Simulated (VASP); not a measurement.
# CdTe (I4/mcm) in VASP: single point with r2SCAN

Aim: the single point of CdTe with r2SCAN.

Everything below comes from runs of VASP 6.6.1. Logs are shortened: lines on timing, memory, paths and dates and some standing lists are left out, and cuts for length are marked.

## (1) The cell of the first run

Symmetry: I4/mcm, No. 140, tetragonal system. The conventional cell has a = 8.269 Å, b = 8.269 Å, c = 7.217 Å, α = 90.00°, β = 90.00°, γ = 90.00°. Within 4.6 Å of Cd (site symmetry 422) lie 8 Te at 3.53 Å and 6 Cd at 3.61 to 4.13 Å. Within 3.7 Å of Cd (site symmetry -42m) lie 4 Te at 2.76 Å and 2 Cd at 3.61 Å. Te (site symmetry m2m) has 6 Cd at 2.76 to 3.53 Å within 3.6 Å.

## (2) Single point, r2SCAN

POSCAR

```
CdTe
1.0
   -4.1345010000      4.1345010000      3.6086660000
    4.1345010000     -4.1345010000      3.6086660000
    4.1345010000      4.1345010000     -3.6086660000
Cd Te
4 4
Direct
    0.2500000000      0.2500000000      0.0000000000
    0.7500000000      0.7500000000      0.0000000000
    0.7500000000      0.2500000000      0.5000000000
    0.2500000000      0.7500000000      0.5000000000
    0.6790000000      0.1790000000      0.8580000000
    0.1790000000      0.3210000000      0.5000000000
    0.3210000000      0.8210000000      0.1420000000
    0.8210000000      0.6790000000      0.5000000000
```

INCAR.step1

```
SYSTEM = CdTe
ALGO = Normal
EDIFF = 1E-4
ENCUT = 520
GGA = PE
ISMEAR = -1
LASPH = .TRUE.
LCHARG = .FALSE.
LREAL = .FALSE.
LWAVE = .TRUE.
NBANDS = 46
NELM = 80
PREC = Accurate
SIGMA = 0.1
```

INCAR.step2

```
SYSTEM = CdTe
ALGO = Normal
EDIFF = 1E-6
ENCUT = 520
ISIF = 2
ISMEAR = -1
ISTART = 1
LASPH = .TRUE.
LCHARG = .FALSE.
LMIXTAU = .TRUE.
LREAL = .FALSE.
LWAVE = .FALSE.
METAGGA = R2SCAN
NBANDS = 46
NELM = 80
PREC = Accurate
SIGMA = 0.1
```

KPOINTS

```
k-points
0
G
  4 4 4
  0 0 0
```

Potentials or basis: VASP PAW PBE potentials, release 64 (Cd, Te).

The run is started by

```sh
$ cat potpaw_PBE.64/Cd/POTCAR potpaw_PBE.64/Te/POTCAR > POTCAR
$ cp INCAR.step1 INCAR
$ mpirun -np 1 vasp_std > vasp.out
$ cp INCAR.step2 INCAR
$ mpirun -np 1 vasp_std > vasp.out
```

OUTCAR:

```text
SYSTEM = CdTe
   EDIFF = 1E-6
   ENCUT = 520
   ISIF = 2
   ISMEAR = -1
   ISTART = 1
   LASPH = .TRUE.
   LREAL = .FALSE.
   METAGGA = R2SCAN
   NELM = 80
   PREC = Accurate

 ion  position               nearest neighbor table
   1  0.250  0.250  0.000-   7 3.53   5 3.53   8 3.53   8 3.53   6 3.53   6 3.53   7 3.53   5 3.53
                             2 3.61   2 3.61
   2  0.750  0.750  0.000-   7 3.53   5 3.53   6 3.53   6 3.53   8 3.53   8 3.53   5 3.53   7 3.53
                             1 3.61   1 3.61
   3  0.750  0.250  0.500-   5 2.76   7 2.76   6 2.76   8 2.76   4 3.61   4 3.61
   4  0.250  0.750  0.500-   7 2.76   5 2.76   6 2.76   8 2.76   3 3.61   3 3.61
   5  0.679  0.179  0.858-   3 2.76   4 2.76   1 3.53   2 3.53   1 3.53   2 3.53
   6  0.179  0.321  0.500-   3 2.76   4 2.76   2 3.53   2 3.53   1 3.53   1 3.53
   7  0.321  0.821  0.142-   4 2.76   3 2.76   1 3.53   2 3.53   1 3.53   2 3.53
   8  0.821  0.679  0.500-   3 2.76   4 2.76   1 3.53   1 3.53   2 3.53   2 3.53

  LATTYP: Found a body centered tetragonal cell.
 ALAT       =     8.2690020000
 C/A-ratio  =     0.8728177838

  Lattice vectors:

 A1 = (  -4.1345010000,   4.1345010000,   3.6086660000)
 A2 = (   4.1345010000,  -4.1345010000,   3.6086660000)
 A3 = (   4.1345010000,   4.1345010000,  -3.6086660000)

Analysis of symmetry for initial positions (statically):
=====================================================================
 Subroutine PRICEL returns:
 Original cell was already a primitive cell.

 Routine SETGRP: Setting up the symmetry group for a
 body centered tetragonal supercell.

 Subroutine GETGRP returns: Found 16 space group operations
 (whereof  8 operations were pure point group operations)
 out of a pool of 16 trial point group operations.

The static configuration has the point symmetry C_4h.
 The point group associated with its full space group is D_4h.

Analysis of symmetry for dynamics (positions and initial velocities):
=====================================================================
 Subroutine PRICEL returns:
 Original cell was already a primitive cell.

 Routine SETGRP: Setting up the symmetry group for a
 body centered tetragonal supercell.

 Subroutine GETGRP returns: Found 16 space group operations
 (whereof  8 operations were pure point group operations)
 out of a pool of 16 trial point group operations.

The dynamic configuration has the point symmetry C_4h.
 The point group associated with its full space group is D_4h.

 Subroutine INISYM returns: Found 16 space group operations
 (whereof  8 operations are pure point group operations),
[... 102 lines left out ...]
   ISIF   =      2    stress and relaxation
   ISYM   =      2    0-nonsym 1-usesym 2-fastsym
   POTIM  = 0.5000    time-step for ionic-motion
   TEBEG  =    0.0;   TEEND  =   0.0 temperature during run
   PSTRESS=    0.0 pullay stress
   NELECT =      72.0000    total number of electrons
   NUPDOWN=      -1.0000    fix difference up-down
   EMIN   =  10.00;   EMAX   =-10.00  energy-range for DOS
   EFERMI =   0.00;   METHOD = LEGACY
   ISMEAR =    -1;   SIGMA  =   0.10  broadening in eV -4-tet -1-fermi 0-gaus
   EFERMI_NEDOS =   21; number of points for ismear=-14 and -15
   IALGO  =     38    algorithm
   IMIX   =      4    mixing-type and parameters
     AMIX     =   0.40;   BMIX     =  1.00
     AMIX_MAG =   1.60;   BMIX_MAG =  1.00
  volume/ion in A,a.u.               =      30.84       208.14
  Fermi-wavevector in a.u.,A,eV,Ry     =   1.085845  2.051950 16.042091  1.179060
  Thomas-Fermi vector in A             =   2.221969
   LORBIT       =      0    0 simple, 1 ext, 2 COOP (PROOUT), +10 PAW based schemes
   METAGGA = R2SCAN    functional components
   LHFCALC =     F    Hartree Fock is set to
   AEXX    =    0.0000 exact exchange contribution
   IVDW    =     0    specifies the selected vdW correction
   LEPSILON=     F    determine dielectric tensor
   LRPA    =     F    only Hartree local field effects (RPA)
 non-spin polarized calculation
  energy-cutoff  :      520.00
  volume of cell :      246.75
 maximum number of plane-waves:      6694
 NGX is ok and might be reduce to    54
   NGX = 25   NGY = 25   NGZ = 25

 number of electron      72.0000005 magnetization

 Free energy of the ion-electron system (eV)
  ---------------------------------------------------
  ext. energy  EPLUGINS =         0.00000000
  ---------------------------------------------------
  free energy    TOTEN  =      -182.79231407 eV

  energy without entropy =     -182.69699398  energy(sigma->0) =     -182.74465402

 E-fermi :   3.0716     XC(G=0):  -9.7937

 val. band max:        3.0666062619   @ k =   0.0000   0.0000   0.0000
 cond. band min:       3.1504964939   @ k =  -0.2500   0.2500   0.0000
 fundamental gap:      0.0838902320
 Fermi energy:         3.0715764057

 k-point     1 :       0.0000    0.0000    0.0000
  band No.  band energies     occupation
      1      -8.6496      2.00000
      2      -7.8361      2.00000
      3      -7.7318      2.00000
      4      -7.7318      2.00000
      5      -5.9925      2.00000
      6      -5.8537      2.00000
[... 626 lines left out ...]
     45       7.9861      0.00000
     46       8.4497      0.00000

------------------------ aborting loop because EDIFF is reached ----------------------------------------

  FORCE on cell =-STRESS in cart. coord.  units (eV):
  Direction    XX          YY          ZZ          XY          YZ          ZX
  --------------------------------------------------------------------------------------
  -------------------------------------------------------------------------------------
  Total       -1.4939152     -1.4939152      1.7472622      0.0000000     -0.0000000      0.0000000
  in kB       -9.7002658     -9.7002658     11.3452949      0.0000000     -0.0000000      0.0000000
  external PRESSURE =      -2.6850789 kB  Pullay stress =       0.0000000 kB

 VOLUME and BASIS-vectors are now :
 -----------------------------------------------------------------------------
  energy-cutoff  :      520.00
  volume of cell :      246.75
      direct lattice vectors                 reciprocal lattice vectors
    -4.134501000  4.134501000  3.608666000     0.000000000  0.120933578  0.138555355
     4.134501000 -4.134501000  3.608666000     0.120933578  0.000000000  0.138555355
     4.134501000  4.134501000 -3.608666000     0.120933578  0.120933578  0.000000000

 POSITION                                       TOTAL-FORCE (eV/Angst)
 -----------------------------------------------------------------------------------
      0.00000      0.00000      1.80433         0.000000     -0.000000      0.000000
      0.00000      0.00000      5.41300         0.000000     -0.000000      0.000000
      0.00000      4.13450      1.80433         0.000000     -0.000000      0.000000
      4.13450      0.00000      1.80433         0.000000     -0.000000      0.000000
      1.48015      5.61465      0.00000         0.781373      0.781373      0.000000
      2.65435      1.48015     -0.00000        -0.781373      0.781373      0.000000
      2.65435     -1.48015      3.60867        -0.781373     -0.781373     -0.000000
      1.48015      2.65435      3.60867         0.781373     -0.781373     -0.000000
 -----------------------------------------------------------------------------------
    total drift:                                0.000000     -0.000000      0.000000

  FREE ENERGIE OF THE ION-ELECTRON SYSTEM (eV)
  ---------------------------------------------------
  free  energy   TOTEN  =      -182.7923140666 eV

  energy  without entropy=     -182.6969939809  energy(sigma->0) =     -182.74465402
```

Wall time 11 min (1 thread of Intel Xeon Platinum 8259CL at 2.50GHz (Skylake/Cascade Lake), shared host); peak memory 0.48 GiB.

What came out:

| Quantity | Value |
| --- | --- |
| Free energy | -182.7923 eV |
| Pressure | -0.3 GPa |
| Largest force | 1.105 eV/Å |
| Band gap on the k mesh | zero (bands 36 and 37 overlap by 0.14 eV) |

Forces in eV/Å, atoms in the order of the input:
```
Cd   0.000  0.000  0.000
Cd   0.000  0.000  0.000
Cd   0.000  0.000  0.000
Cd   0.000  0.000  0.000
Te   0.781  0.781  0.000
Te  -0.781  0.781  0.000
Te  -0.781 -0.781  0.000
Te   0.781 -0.781  0.000
```

Stress tensor (GPa, compression positive):
```
-0.97  0.00  0.00
 0.00 -0.97  0.00
 0.00  0.00  1.13
```

Levels at points of the mesh, in eV from the Fermi level:
```
           k point  band 33  band 34  band 35  band 36  band 37  band 38  band 39  band 40
(0.00, 0.00, 0.00)    -1.21    -0.97    -0.29    -0.29    -0.22     0.00     3.71     4.38
(0.50, 0.00, 0.00)    -0.90    -0.90    -0.59    -0.59     0.72     0.72     3.20     3.20
(0.50, 0.50, 0.00)    -0.74    -0.66    -0.63    -0.35     0.61     0.99     3.11     3.21
(0.50, 0.50, 0.50)    -0.87    -0.44    -0.44    -0.23     0.17     2.24     2.41     3.75
```

Caveat: semilocal functionals underestimate gaps, and a narrow one can read as zero; the PAW data sets were made with another functional, which shifts forces and pressure a little; spin-orbit coupling is left out, which moves the levels of the heavy elements.

The gap in the log of VASP goes by the Fermi energy; the results here count the filled bands.